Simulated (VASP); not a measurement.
Here is a VASP 6.6.1 calculation.

Contents of INCAR:

```
SYSTEM = KTaO3
PREC = Accurate ; ENCUT = 520
EDIFF = 1E-6 ; ISMEAR = 0
SIGMA = 0.02 ; LREAL = .FALSE.
LASPH = .TRUE. ; NELM = 80
ALGO = Normal ; ISIF = 2
LWAVE = .FALSE. ; LCHARG = .TRUE.
GGA = PS ; LELF = .TRUE.
LVHAR = .TRUE. ; NBANDS = 27
```

The input KPOINTS:

```
Automatic mesh
0
G
  8 8 8
  0 0 0
```

POSCAR

```
KTaO3
1.0
   -3.9853843277      0.0000000000      0.0000000000
    0.0000000000     -3.9853843277      0.0000000000
    0.0000000000      0.0000000000      3.9853843277
K Ta O
1 1 3
Direct
    0.5000000000      0.5000000000      0.5000000000
    0.0000000000      0.0000000000      0.0000000000
    0.5000000000      0.0000000000      0.0000000000
    0.0000000000      0.5000000000      0.0000000000
    0.0000000000      0.0000000000      0.5000000000
```

Potentials or basis: VASP PAW PBE potentials, release 64 (K_sv, Ta_pv, O).

The run is started by

```sh
$ cat potpaw_PBE.64/K_sv/POTCAR potpaw_PBE.64/Ta_pv/POTCAR potpaw_PBE.64/O/POTCAR > POTCAR
$ mpirun -np 1 vasp_std > vasp.out
```

(1) Predict the pressure.

(2) What does it give for the band gap on the k mesh?

Results:

(1) 0.7 GPa.

(2) 2.09 eV, indirect (least direct gap 2.71 eV).

Caveat: the PAW data sets were made with another functional, which shifts forces and pressure a little; spin-orbit coupling is left out, which moves the levels of the heavy elements.
